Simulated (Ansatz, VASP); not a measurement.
**One calculation of SiO2, two programs**

```
Si O
1.0
    -2.37405    2.37405    3.74400
     2.37405   -2.37405    3.74400
     2.37405    2.37405   -3.74400
Si O
2 4
Direct
  0.00000 0.00000 0.00000
  0.75000 0.25000 0.50000
  0.99838 0.62500 0.87338
  0.37500 0.24838 0.37338
  0.75162 0.12500 0.12662
  0.87500 0.00162 0.62662
```

Alike in both runs: task electric field gradients; functional PBEsol; k mesh 7 × 7 × 7; occupations fermi-dirac, width 0.03 eV; no spin polarisation.

```csv
,VASP,Ansatz
version,VASP 6.6.1,Ansatz 0.2.0
potentials or method,"VASP PAW PBE potentials, release 64 (Si, O)","PAW with Ansatz's default frozen-core files, scalar-relativistic"
plane-wave cutoff (eV),520,420
valence electrons in the cell,32,32
```

```csv
,VASP,Ansatz,Ansatz less VASP
gap on the k mesh at the Fermi level (eV),5.97,5.97,+0.002
pressure (GPa),1.6,1.1,-0.57
"traceless stress, the component that is largest in VASP (GPa)",-1.29,-1.36,-0.071
rms of the force components (eV/Å),0.012,0.003,-0.0094
size of Vzz on the site where it differs most (V/Å²),83.4,87.7,+4.30
```

VASP's potentials were made for PBE, not for PBEsol. Atom by atom the forces differ by 0.015 eV/Å (rms over components).
